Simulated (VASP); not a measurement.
# W3C in VASP: notebook

The runs below take W3C through relaxation of the atoms, with PBE.

Program: VASP 6.6.1. These are calculated values, not measurements. Logs are shortened: lines on timing, memory, paths and dates and some standing lists are left out, and cuts for length are marked.

## (1) The cell of the first run

The cell holds a slab with vacuum, 4 atoms: a = 2.855 Å, b = 2.855 Å, c = 20.197 Å, α = 90.00°, β = 90.00°, γ = 120.00°.

## (2) Relaxation of the atoms, PBE

The input, INCAR:

```
  PREC = Accurate
  ENCUT = 520
  EDIFF = 1E-7
  ISMEAR = 0
  SIGMA = 0.1
  LREAL = F
  LASPH = T
  NELM = 100
  ALGO = Fast
  ISIF = 2
  LWAVE = F
  LCHARG = F
  LDIPOL = T
  IDIPOL = 3
  DIPOL = 0.5 0.5 0.362
  GGA = PE
  IBRION = 2
  NSW = 36
  EDIFFG = -0.025
```

The input, KPOINTS:

```
Automatic mesh
0
Gamma
  9 9 1
```

The input, POSCAR:

```
W3C
1.0
    2.8547213223      0.0000000000      0.0000000000
   -1.4273606611      2.4722611858      0.0000000000
    0.0000000000      0.0000000000     20.1973423164
W C
3 1
Selective dynamics
Direct
    0.6666666667      0.3333333333      0.1980458586  F F F
    0.3333333333      0.6666666667      0.3143385340  F F F
    0.0000000000      0.0000000000      0.4306181566  F F F
    0.1666666667      0.6666666667      0.5058755829  F F T
```

Potentials or basis: VASP PAW PBE potentials, release 64 (W_sv, C).

Started as:

```
> cat potpaw_PBE.64/W_sv/POTCAR potpaw_PBE.64/C/POTCAR > POTCAR
> mpirun -np 1 vasp_std > vasp.out
```

OUTCAR:

```text
PREC = Accurate
   ENCUT = 520
   EDIFF = 1E-7
   ISMEAR = 0
   LREAL = F
   LASPH = T
   NELM = 100
   ISIF = 2
   GGA = PE
   IBRION = 2
   NSW = 36
   EDIFFG = -0.025

 ion  position               nearest neighbor table
   1  0.667  0.333  0.198-   2 2.87   2 2.87   2 2.87
   2  0.333  0.667  0.314-   3 2.87   3 2.87   3 2.87   1 2.87   1 2.87   1 2.87
   3  0.000  0.000  0.431-   4 1.97   4 2.29   4 2.57   2 2.87   2 2.87   2 2.87
   4  0.167  0.667  0.506-   3 1.97   3 2.29   3 2.57

  LATTYP: Found a hexagonal cell.
 ALAT       =     2.8547213223
 C/A-ratio  =     7.0750661925

  Lattice vectors:

 A1 = (   2.8547213223,   0.0000000000,   0.0000000000)
 A2 = (  -1.4273606611,   2.4722611858,   0.0000000000)
 A3 = (   0.0000000000,   0.0000000000,  20.1973423164)

Analysis of symmetry for initial positions (statically):
=====================================================================
 Subroutine PRICEL returns:
 Original cell was already a primitive cell.

 Routine SETGRP: Setting up the symmetry group for a
 hexagonal supercell.

 Subroutine GETGRP returns: Found  1 space group operations
 (whereof  1 operations were pure point group operations)
 out of a pool of 24 trial point group operations.

The static configuration has the point symmetry C_1 .

Analysis of symmetry for dynamics (positions and initial velocities):
=====================================================================
 Subroutine PRICEL returns:
 Original cell was already a primitive cell.

 Routine SETGRP: Setting up the symmetry group for a
 hexagonal supercell.

 Subroutine GETGRP returns: Found  1 space group operations
 (whereof  1 operations were pure point group operations)
 out of a pool of 24 trial point group operations.

The dynamic configuration has the point symmetry C_1 .

Analysis of constrained symmetry for selective dynamics:
=====================================================================
 Subroutine PRICEL returns:
 Original cell was already a primitive cell.

 Routine SETGRP: Setting up the symmetry group for a
 hexagonal supercell.

 Subroutine GETGRP returns: Found  1 space group operations
 (whereof  1 operations were pure point group operations)
 out of a pool of 24 trial point group operations.

The constrained configuration has the point symmetry C_1 .

[... 117 lines left out ...]
   ISMEAR =     0;   SIGMA  =   0.10  broadening in eV -4-tet -1-fermi 0-gaus
   EFERMI_NEDOS =   21; number of points for ismear=-14 and -15
   IALGO  =     68    algorithm
   IMIX   =      4    mixing-type and parameters
     AMIX     =   0.40;   BMIX     =  1.00
     AMIX_MAG =   1.60;   BMIX_MAG =  1.00
  volume/ion in A,a.u.               =      35.64       240.49
  Fermi-wavevector in a.u.,A,eV,Ry     =   1.122906  2.121984 17.155825  1.260918
  Thomas-Fermi vector in A             =   2.259569
   LORBIT       =      0    0 simple, 1 ext, 2 COOP (PROOUT), +10 PAW based schemes
   GGA     = PE    functional components
   LHFCALC =     F    Hartree Fock is set to
   AEXX    =    0.0000 exact exchange contribution
   IVDW    =     0    specifies the selected vdW correction
   LEPSILON=     F    determine dielectric tensor
   LRPA    =     F    only Hartree local field effects (RPA)
 conjugate gradient relaxation of ions
 non-spin polarized calculation
 RMM-DIIS sequential band-by-band and
 Gauss-broadening in eV      SIGMA  =   0.10
  energy-cutoff  :      520.00
  volume of cell :      142.55
 maximum number of plane-waves:      3867
 NGX is ok and might be reduce to    24
   NGX = 11   NGY = 11   NGZ = 75

 dipolmoment           0.000000      0.000000     -0.446805 electrons x Angstroem

--------------------------------------- Ionic step        1  -------------------------------------------

 number of electron      46.0000000 magnetization

 Free energy of the ion-electron system (eV)
  ---------------------------------------------------
  ext. energy  EPLUGINS =         0.00000000
  ---------------------------------------------------
  free energy    TOTEN  =       -42.22711348 eV

  energy without entropy =      -42.20570029  energy(sigma->0) =      -42.21640688

------------------------ aborting loop because EDIFF is reached ----------------------------------------

  FORCE on cell =-STRESS in cart. coord.  units (eV):
  Direction    XX          YY          ZZ          XY          YZ          ZX
  --------------------------------------------------------------------------------------
  -------------------------------------------------------------------------------------
  Total       -3.2133086     -1.9724546     -3.5633030      0.3428645     -0.0295831     -0.1337112
  in kB      -36.1169210    -22.1699798    -40.0507858      3.8537254     -0.3325080     -1.5028860
  external PRESSURE =     -32.7792289 kB  Pullay stress =       0.0000000 kB
[... 139 lines left out ...]
--------------------------------------- Ionic step        5  -------------------------------------------

 number of electron      46.0000000 magnetization

 dipolmoment           0.000000      0.000000      0.052513 electrons x Angstroem

 Free energy of the ion-electron system (eV)
  ---------------------------------------------------
  ext. energy  EPLUGINS =         0.00000000
  ---------------------------------------------------
  free energy    TOTEN  =       -42.55728735 eV

  energy without entropy =      -42.53703449  energy(sigma->0) =      -42.54716092

 E-fermi :   0.4077     XC(G=0):  -6.1357

 val. band max:        0.4007993027   @ k =  -0.4444   0.4444   0.0000
 cond. band min:       0.4210985472   @ k =   0.4444   0.4444   0.0000
 fundamental gap:      0.0202992446
 Fermi energy:         0.4076960752

 k-point     1 :       0.0000    0.0000    0.0000
  band No.  band energies     occupation
      1     -73.3608      2.00000
      2     -73.3073      2.00000
      3     -73.0942      2.00000
      4     -37.9757      2.00000
      5     -37.5745      2.00000
      6     -37.1860      2.00000
[... 709 lines left out ...]
     26       2.4959      0.00000
     27       2.9320      0.00000

 [... further k-points ...]

------------------------ aborting loop because EDIFF is reached ----------------------------------------

 vacuum level on the upper side and lower side of the slab       (xc-potential included)         0.527        -0.813

  FORCE on cell =-STRESS in cart. coord.  units (eV):
  Direction    XX          YY          ZZ          XY          YZ          ZX
  --------------------------------------------------------------------------------------
  -------------------------------------------------------------------------------------
  Total       -0.2399525      0.6659263      1.4408339     -0.8244468     -1.3265033      2.5633737
  in kB       -2.6970161      7.4848739     16.1946743     -9.2666113    -14.9096215     28.8117883
  external PRESSURE =       6.9941774 kB  Pullay stress =       0.0000000 kB
[... 19 lines left out ...]
  FREE ENERGIE OF THE ION-ELECTRON SYSTEM (eV)
  ---------------------------------------------------
  free  energy   TOTEN  =       -42.5572873547 eV

  energy  without entropy=      -42.5370344920  energy(sigma->0) =      -42.54716092

 reached required accuracy - stopping structural energy minimisation

 vacuum level on the upper side and lower side of the slab         6.798         5.418
```

It took 26 min on 1 thread of Oxide Virtual Turin-like, shared host; peak memory 0.33 GiB.

Results:

- Free energy: -42.5573 eV
- Energy gained by relaxing: 82.5 meV/atom
- Ionic steps: 5
- Band gap on the k mesh: zero (bands 23 and 24 overlap by 0.73 eV)

The path:
```csv
step,energy change (eV),largest force on free atoms (eV/Å),pressure (GPa)
1,0.0000,2.6580,-3.28
2,-0.2713,1.3773,-1.08
3,-0.3301,0.0462,0.65
4,-0.3301,0.0342,0.74
5,-0.3302,0.0025,0.70
```

Final structure:
```
W C
1.0
     2.85472    0.00000    0.00000
    -1.42736    2.47226    0.00000
     0.00000    0.00000   20.19734
W C
3 1
Direct
  0.66667 0.33333 0.19805
  0.33333 0.66667 0.31434
  0.00000 0.00000 0.43062
  0.16667 0.66667 0.49550
```

Levels at points of the mesh, in eV from the Fermi level:
```tsv
k point	band 19	band 20	band 21	band 22	band 23	band 24	band 25	band 26	band 27
(0.00, 0.00, 0.00)	-1.48	-1.15	-0.45	-0.37	-0.19	-0.04	0.13	0.38	1.94
```

Caveat: spin-orbit coupling is left out, which moves the levels of the heavy elements.

## (3) Relaxation of the atoms, PBE

The input, INCAR:

```
  ALGO = Fast
  DIPOL = 0.5 0.5 0.365
  EDIFF = 1E-7
  EDIFFG = -0.025
  ENCUT = 520
  GGA = PE
  IBRION = 2
  IDIPOL = 3
  ISIF = 2
  ISMEAR = 0
  LASPH = True
  LCHARG = False
  LDIPOL = True
  LREAL = False
  LWAVE = False
  NELM = 100
  NSW = 36
  PREC = Accurate
  SIGMA = 0.1
```

The input, KPOINTS:

```
k-points
0
Gamma
  9 9 1
```

POSCAR, as its differences from that of step 2:

```diff
@@ -12,2 +12,2 @@
     0.0000000000      0.0000000000      0.4306181566  F F F
-    0.1666666667      0.6666666667      0.5058755829  F F T
+    0.0000000000      0.3333333333      0.5164515624  F F T
```

Potentials or basis: VASP PAW PBE potentials, release 64 (W_sv, C).

Started as:

```
> cat potpaw_PBE.64/W_sv/POTCAR potpaw_PBE.64/C/POTCAR > POTCAR
> mpirun -np 1 vasp_std > vasp.out
```

It took 22 min on 1 thread of Oxide Virtual Turin-like, shared host; peak memory 0.34 GiB.

Results (log left out):

```yaml
Free_energy: -41.7831 eV
Energy_gained_by_relaxing: 44.4 meV/atom
Ionic_steps: 4
Band_gap_on_the_k_mesh: zero (bands 23 and 24 overlap by 0.78 eV)
```

Step by step:
| step | energy change (eV) | largest force on free atoms (eV/Å) | pressure (GPa) |
| --- | --- | --- | --- |
| 1 | 0.0000 | 1.9808 | -4.23 |
| 2 | -0.1448 | 0.9747 | -2.73 |
| 3 | -0.1777 | 0.0427 | -1.44 |
| 4 | -0.1777 | 0.0140 | -1.51 |

Final structure:
```
CELL_PARAMETERS angstrom
2.85472 0.00000 0.00000
-1.42736 2.47226 0.00000
0.00000 0.00000 20.19734
ATOMIC_POSITIONS crystal
W 0.66667 0.33333 0.19805
W 0.33333 0.66667 0.31434
W 0.00000 0.00000 0.43062
C 0.00000 0.33333 0.50857
```

Levels at points of the mesh, in eV from the Fermi level:
```tsv
k point	band 21	band 22	band 23	band 24	band 25	band 26
(0.00, 0.00, 0.00)	-0.55	-0.38	-0.16	0.00	0.03	0.45
```

Caveat: spin-orbit coupling is left out, which moves the levels of the heavy elements.

The gap in the log of VASP goes by the Fermi energy; the results here count the filled bands.